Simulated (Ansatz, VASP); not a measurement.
## Two plane-wave programs on C

File INCAR:

```
SYSTEM = C
PREC = Accurate
ENCUT = 520
EDIFF = 1E-6
ISMEAR = 0
SIGMA = 0.05
LREAL = .FALSE.
LASPH = .TRUE.
NELM = 100
ALGO = Normal
ISIF = 2
LWAVE = .FALSE.
LCHARG = .FALSE.
GGA = PE
IVDW = 12
NBANDS = 11
```

Contents of KPOINTS:

```
Automatic mesh
0
G
  15 15 15
  0 0 0
```

The input POSCAR:

```
C
1.0
    1.2119157437      0.6996998808      3.3052526588
   -1.2119157437      0.6996998808      3.3052526588
    0.0000000000     -1.3993997617      3.3052526588
C
2
Direct
    0.1590590155      0.1590590155      0.1590590155
    0.8409409845      0.8409409845      0.8409409845
```

Input for Ansatz:

```yaml
crystal:
  lattice:
    - [1.2119157437, 0.6996998808, 3.3052526588]
    - [-1.2119157437, 0.6996998808, 3.3052526588]
    - [0.0, -1.3993997617, 3.3052526588]
  atoms:
    - { symbol: C, position: [0.1590590155, 0.1590590155, 0.1590590155] }
    - { symbol: C, position: [0.8409409845, 0.8409409845, 0.8409409845] }
basis:
  ecutwfc: 520.0
kpoints:
  mp_grid: { grid: [15, 15, 15] }
hamiltonian:
  xc: pbe
  dispersion: d3bj
scf:
  occupations: { method: gaussian, width: 0.05 }
output:
  forces: true
  stress: true
  eigenvalues: true
```

Change from the starting cell: mode 4 frozen in at -0.076 Å, equal normal strain along x, y and z -0.0167.

Alike in both runs: task single point; functional PBE; dispersion D3(BJ); k mesh 15 × 15 × 15; occupations gaussian, width 0.05 eV; no spin polarisation.

```csv
,VASP,Ansatz
version,VASP 6.6.1,Ansatz 0.2.0
potentials or method,"VASP PAW PBE potentials, release 64 (C), cutoff 520 eV","scalar-relativistic, plane waves, PAW"
valence electrons in the cell,8,8
```

Ansatz gave:

| Quantity | Value |
| --- | --- |
| gap on the k mesh at the Fermi level (eV) | 0.98 |
| least direct gap on the mesh (eV) | 1.00 |
| pressure (GPa) | 14.7 |
| traceless stress, the component that is largest in VASP (GPa) | -18.18 |
| rms of the force components (eV/Å) | 1.414 |

**Question.** What did VASP give for the same quantities?

**Answer.** gap on the k mesh at the Fermi level (eV): 0.98; least direct gap on the mesh (eV): 1.00; pressure (GPa): 15.2; traceless stress, the component that is largest in VASP (GPa): -18.75; rms of the force components (eV/Å): 1.409.

Atom by atom the forces differ by 0.005 eV/Å (rms over components).
